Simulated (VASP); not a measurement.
# BPd4 (Im-3m) in VASP: a series of runs, part 2 of 2

VASP 6.6.1. Earlier steps stand in the parts before.

**6. Relaxation of cell and atoms, PBE**

Input file INCAR:

```
PREC     = Accurate       # precision mode
ENCUT    = 600            # plane-wave cutoff, eV
EDIFF    = 1E-7           # SCF threshold, eV
ISMEAR   = 0              # smearing method
SIGMA    = 0.1            # smearing width, eV
LREAL    = F              # projectors in reciprocal space
LASPH    = T              # aspherical terms in the spheres
NELM     = 80             # most SCF steps
ALGO     = Fast           # electronic algorithm
ISIF     = 3              # what is computed and relaxed
LWAVE    = F              # write WAVECAR
LCHARG   = F              # write CHGCAR
GGA      = PE             # functional
IBRION   = 2              # ionic algorithm
NSW      = 100            # ionic steps
EDIFFG   = -0.01          # ionic threshold
```

Input file KPOINTS:

```
regular mesh
0
Gamma
  10 10 10
```

Input file POSCAR:

```
BPd4
1.0
   -2.6560983935      2.6560983935      2.6560983935
    2.6560983935     -2.6560983935      2.6560983935
    2.6560983935      2.6560983935     -2.6560983935
B Pd
1 4
Direct
    0.0000000000      0.0000000000      0.0000000000
    0.5000000000      0.5000000000      0.5000000000
    0.0000000000      0.0000000000      0.5000000000
    0.0000000000      0.5000000000      0.0000000000
    0.5000000000      0.0000000000      0.0000000000
```

Potentials or basis: VASP PAW PBE potentials, release 64 (B, Pd).

The run is started by

```bash
$ cat potpaw_PBE.64/B/POTCAR potpaw_PBE.64/Pd/POTCAR > POTCAR
$ mpirun -np 1 vasp_std > vasp.out
```

OUTCAR:

```text
PREC = Accurate
   ENCUT = 600
   EDIFF = 1E-7
   ISMEAR = 0
   LREAL = F
   LASPH = T
   NELM = 80
   ISIF = 3
   GGA = PE
   IBRION = 2
   NSW = 100
   EDIFFG = -0.01

 ion  position               nearest neighbor table
   1  0.000  0.000  0.000-   2 2.30   3 2.30   4 2.30   5 2.30   3 2.30   4 2.30   5 2.30   2 2.30

   2  0.500  0.500  0.500-   1 2.30   1 2.30   4 2.66   5 2.66   5 2.66   4 2.66   3 2.66   3 2.66

   3  0.000  0.000  0.500-   1 2.30   1 2.30   4 2.66   5 2.66   2 2.66   4 2.66   5 2.66   2 2.66

   4  0.000  0.500  0.000-   1 2.30   1 2.30   3 2.66   5 2.66   2 2.66   3 2.66   2 2.66   5 2.66

   5  0.500  0.000  0.000-   1 2.30   1 2.30   3 2.66   4 2.66   2 2.66   2 2.66   3 2.66   4 2.66

  LATTYP: Found a body centered cubic cell.
 ALAT       =     5.3121967870
[... 273 lines left out ...]
  ---------------------------------------------------
  free energy    TOTEN  =       -27.03207950 eV

  energy without entropy =      -27.01810609  energy(sigma->0) =      -27.02509279

 E-fermi :   7.7505     XC(G=0): -12.2241

 val. band max:        7.7254544748   @ k =  -0.4000  -0.4000   0.2000
 cond. band min:       7.7550609403   @ k =   0.3000   0.2000   0.2000
 fundamental gap:      0.0296064655
 Fermi energy:         7.7505489778

 k-point     1 :       0.0000    0.0000    0.0000
  band No.  band energies     occupation
      1      -1.6760      2.00000
      2       2.5789      2.00000
      3       2.9245      2.00000
      4       2.9245      2.00000
      5       3.3318      2.00000
      6       3.3318      2.00000
[... 661 lines left out ...]
     24      10.0946      0.00000
     25      11.4158      0.00000

 [... further k-points ...]

------------------------ aborting loop because EDIFF is reached ----------------------------------------

  FORCE on cell =-STRESS in cart. coord.  units (eV):
  Direction    XX          YY          ZZ          XY          YZ          ZX
  --------------------------------------------------------------------------------------
  -------------------------------------------------------------------------------------
  Total        0.0102575      0.0102575      0.0102575     -0.0000000      0.0000000     -0.0000000
  in kB        0.2207418      0.2207418      0.2207418     -0.0000000      0.0000000     -0.0000000
  external PRESSURE =       0.2207418 kB  Pullay stress =       0.0000000 kB
[... 20 lines left out ...]
  FREE ENERGIE OF THE ION-ELECTRON SYSTEM (eV)
  ---------------------------------------------------
  free  energy   TOTEN  =       -27.0320795047 eV

  energy  without entropy=      -27.0181060852  energy(sigma->0) =      -27.02509279

 reached required accuracy - stopping structural energy minimisation
```

OSZICAR:

```text
N       E                     dE             d eps       ncg     rms          rms(c)
DAV:   1     0.292369154666E+03    0.29237E+03   -0.24071E+04  2350   0.186E+03
DAV:   2    -0.159398889164E+02   -0.30831E+03   -0.30086E+03  2563   0.373E+02
DAV:   3    -0.287397397258E+02   -0.12800E+02   -0.12427E+02  2880   0.682E+01
[... 33 lines left out ...]
RMM:   5    -0.270320681122E+02   -0.20410E-05   -0.63377E-04  2352   0.156E-01    0.455E-02
RMM:   6    -0.270320750478E+02   -0.69356E-05   -0.15502E-04  2404   0.552E-02    0.810E-03
RMM:   7    -0.270320783966E+02   -0.33488E-05   -0.45149E-05  2390   0.342E-02    0.482E-03
RMM:   8    -0.270320793385E+02   -0.94192E-06   -0.10107E-05  2447   0.152E-02    0.239E-03
RMM:   9    -0.270320795968E+02   -0.25834E-06   -0.18614E-06  2235   0.664E-03    0.141E-03
RMM:  10    -0.270320795047E+02    0.92102E-07   -0.44671E-07  1710   0.424E-03
   3 F= -.27032080E+02 E0= -.27025093E+02  d E =-.164257E-02
```

CONTCAR:

```text
BPd4
   1.00000000000000
    -2.6501442440175427    2.6501442440175427    2.6501442440175427
     2.6501442440175427   -2.6501442440175427    2.6501442440175427
     2.6501442440175427    2.6501442440175427   -2.6501442440175427
  B               Pd
     1     4
Direct
     0.0000000000000000    0.0000000000000000    0.0000000000000000
     0.5000000000000000    0.5000000000000000    0.5000000000000000
     0.0000000000000000    0.0000000000000000    0.5000000000000000
     0.0000000000000000    0.5000000000000000    0.0000000000000000
     0.5000000000000000    0.0000000000000000    0.0000000000000000

  0.00000000E+00  0.00000000E+00  0.00000000E+00
  0.00000000E+00  0.00000000E+00  0.00000000E+00
  0.00000000E+00  0.00000000E+00  0.00000000E+00
  0.00000000E+00  0.00000000E+00  0.00000000E+00
  0.00000000E+00  0.00000000E+00  0.00000000E+00
```

It took 6.2 min on 1 thread of Intel Xeon 8259CL, shared host; peak memory 0.31 GiB.

What came out:

| Quantity | Value |
| --- | --- |
| Free energy | -27.0321 eV |
| Relaxed volume | 14.89 Å³/atom |
| Relaxed cell | a = 4.590 Å, b = 4.590 Å, c = 4.590 Å, α = 109.47°, β = 109.47°, γ = 109.47° |
| Space group after relaxing (to 0.1 Å) | Im-3m (No. 229) |
| Energy gained by relaxing | 0.3 meV/atom |
| Ionic steps | 3 |
| Pressure after relaxing | 0.0 GPa |
| Band gap on the k mesh | zero (an odd number of electrons rules out a gap without spin polarisation) |

The path:
| step | energy change (eV) | largest force (eV/Å) | pressure (GPa) | volume (Å³) |
| --- | --- | --- | --- | --- |
| 1 | 0.0000 | 0.0000 | -1.04 | 74.95 |
| 2 | 0.0004 | 0.0000 | 1.23 | 73.91 |
| 3 | -0.0016 | 0.0000 | 0.02 | 74.45 |

Final structure:
```
B Pd
1.0
    -2.65014    2.65014    2.65014
     2.65014   -2.65014    2.65014
     2.65014    2.65014   -2.65014
B Pd
1 4
Direct
  0.00000 0.00000 0.00000
  0.50000 0.50000 0.50000
  0.00000 0.00000 0.50000
  0.00000 0.50000 0.00000
  0.50000 0.00000 0.00000
```

**7. Overview**

```csv
task,cell,k mesh,cutoff (eV),gap on the mesh (eV),pressure (GPa),relaxed volume (Å³/atom)
single point,"a = 4.600 Å, angles 109.5°, 5 atoms",4 × 4 × 4,520,none,-0.4,-
single point,"a = 4.657 Å, angles 109.5°, 5 atoms",4 × 4 × 4,520,none,-5.6,-
relaxation of cell and atoms,"relaxed from a = 4.657 Å, angles 109.5°, 5 atoms",4 × 4 × 4,600,none,0.0,14.96
single point,"a = 4.593 Å, angles 109.5°, 5 atoms",10 × 10 × 10,520,none,-0.2,-
relaxation of cell and atoms,"relaxed from a = 4.600 Å, angles 109.5°, 5 atoms",10 × 10 × 10,600,none,0.0,14.89
```

Alike in all rows: level PBE; potentials or basis VASP PAW PBE potentials, release 64 (B, Pd); no spin polarisation; smearing gaussian 0.1 eV.

Caveats: some runs use coarse meshes.

Total energies depend on the potentials used, so only differences within one code and one set of settings carry meaning.
